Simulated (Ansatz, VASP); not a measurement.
# One calculation of BeS, two programs

Contents of INCAR:

```
SYSTEM = BeS
PREC = Accurate
ENCUT = 520
EDIFF = 1E-8
ISMEAR = -1
SIGMA = 0.02
LREAL = .False.
LASPH = .True.
NELM = 60
ALGO = Normal
ISIF = 2
LWAVE = .False.
LCHARG = .False.
GGA = PE
LEFG = .True.
NBANDS = 11
```

KPOINTS

```
regular mesh
0
Gamma
  9 9 9
  0 0 0
```

File POSCAR:

```
BeS
1.0
    0.0000000000      2.4569115543      2.4569115543
    2.4569115543      0.0000000000      2.4569115543
    2.4569115543      2.4569115543      0.0000000000
Be S
1 1
Direct
    0.0000000000      0.0000000000      0.0000000000
    0.7500000000      0.7500000000      0.7500000000
```

Input for Ansatz:

```yaml
crystal:
  lattice:
    - [0.0, 2.4569115543, 2.4569115543]
    - [2.4569115543, 0.0, 2.4569115543]
    - [2.4569115543, 2.4569115543, 0.0]
  atoms:
    - { symbol: Be, position: [0.0, 0.0, 0.0] }
    - { symbol: S, position: [0.75, 0.75, 0.75] }
kpoints:
  mp_grid: { grid: [9, 9, 9] }
scf:
  occupations: { method: fermi_dirac, width: 0.02 }
hamiltonian:
  xc: pbe
  pseudopotentials: { kind: all_electron, datasets: crystal }
output:
  forces: true
  stress: true
  eigenvalues: true
  efg: { contact_densities: true }
```

Change from the starting cell: volume scaled by 1.04, crystal datasets.

Alike in both runs: task electric field gradients; functional PBE; k mesh 9 × 9 × 9; occupations fermi-dirac, width 0.02 eV; no spin polarisation.

```csv
,VASP,Ansatz
version,VASP 6.6.1,Ansatz 0.2.0
potentials or method,"VASP PAW PBE potentials, release 64 (Be, S), cutoff 520 eV","all-electron PAW with datasets made for the crystal, scalar-relativistic"
```

|  | VASP | Ansatz | Ansatz less VASP |
| --- | --- | --- | --- |
| gap on the k mesh at the Fermi level (eV) | 3.29 | 3.28 | -0.001 |
| pressure (GPa) | -2.0 | -2.1 | -0.03 |

Ansatz ran all-electron here, and VASP with PAW potentials.
